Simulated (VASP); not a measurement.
A run of VASP 6.6.1:

File INCAR:

```
PREC = Accurate ; ENCUT = 520
EDIFF = 1E-6 ; ISMEAR = 0
SIGMA = 0.1 ; LREAL = F
LASPH = T ; NELM = 100
ALGO = Normal ; ISIF = 2
LWAVE = F ; LCHARG = F
GGA = PE ; NBANDS = 23
```

Contents of KPOINTS:

```
regular mesh
0
Gamma
  4 4 4
```

POSCAR

```
Si4Sn
1.0
   -3.0731858357      3.0731858357      3.0731858357
    3.0731858357     -3.0731858357      3.0731858357
    3.0731858357      3.0731858357     -3.0731858357
Si Sn
4 1
Direct
    0.5000000000      0.5000000000      0.5000000000
    0.5000000000      0.0000000000      0.0000000000
    0.0000000000      0.0000000000      0.5000000000
    0.0000000000      0.5000000000      0.0000000000
    0.0000000000      0.0000000000      0.0000000000
```

Potentials or basis: VASP PAW PBE potentials, release 64 (Si, Sn_d).

Command:

```sh
$ cat potpaw_PBE.64/Si/POTCAR potpaw_PBE.64/Sn_d/POTCAR > POTCAR
$ mpirun -np 1 vasp_std > vasp.out
```

Hardware: 1 thread of Intel(R) Xeon(R) 6975P-C (Granite Rapids), on a shared host.

**Question.** Estimate the wall time of this run.

**Answer.** Wall time 18 s on 1 thread of Intel(R) Xeon(R) 6975P-C (Granite Rapids) (shared host), peak memory 0.24 GiB. Counts: scf iterations 12, k points 8.
